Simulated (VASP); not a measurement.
Set up this calculation in VASP 6.6.1, as the native input.

| Quantity | Value |
| --- | --- |
| Task | single point |
| Functional | PBE |
| Potentials or basis | VASP PAW PBE potentials, release 64 (Pb_d, S) |
| Cutoff | 520 eV |
| k mesh | 8 × 8 × 8 |
| Occupations | gaussian, width 0.1 eV |
| Spin | no spin polarisation |
| Dipole correction | no |
| Further INCAR settings | ALGO = Normal; EDIFF = 1e-06; NBANDS = 28 |

The structure of PbS lies in POSCAR:

```
PbS
1.0
   -1.9410123322      1.9410123322      7.2179518336
    1.9410123322     -1.9410123322      7.2179518336
    1.9410123322      1.9410123322     -7.2179518336
Pb S
2 2
Direct
    0.5419433951      0.5419433951      0.0000000000
    0.2919433951      0.7919433951      0.5000000000
    0.9580566049      0.9580566049      0.0000000000
    0.7080566049      0.2080566049      0.5000000000
```

These files were run (other wordings do the same):

INCAR

```
PREC = Accurate
ENCUT = 520
EDIFF = 1E-6
ISMEAR = 0
SIGMA = 0.1
LREAL = F
LASPH = T
NELM = 60
ALGO = Normal
ISIF = 2
LWAVE = F
LCHARG = F
GGA = PE
NBANDS = 28
```

KPOINTS

```
Automatic mesh
0
Gamma
  8 8 8
```

Potentials or basis: VASP PAW PBE potentials, release 64 (Pb_d, S).

The run is started by

```bash
$ cat potpaw_PBE.64/Pb_d/POTCAR potpaw_PBE.64/S/POTCAR > POTCAR
$ mpirun -np 1 vasp_std > vasp.out
```

Results of the run:

```json
{
  "Pressure": "0.0 GPa",
  "Band gap on the k mesh": "0.82 eV, indirect (least direct gap 1.75 eV)"
}
```

Caveat: spin-orbit coupling is left out, which moves the levels of the heavy elements.

It took 4 min on 1 thread of Intel(R) Xeon(R) 6975P-C (Granite Rapids), with other jobs on the host, peak memory 0.55 GiB.
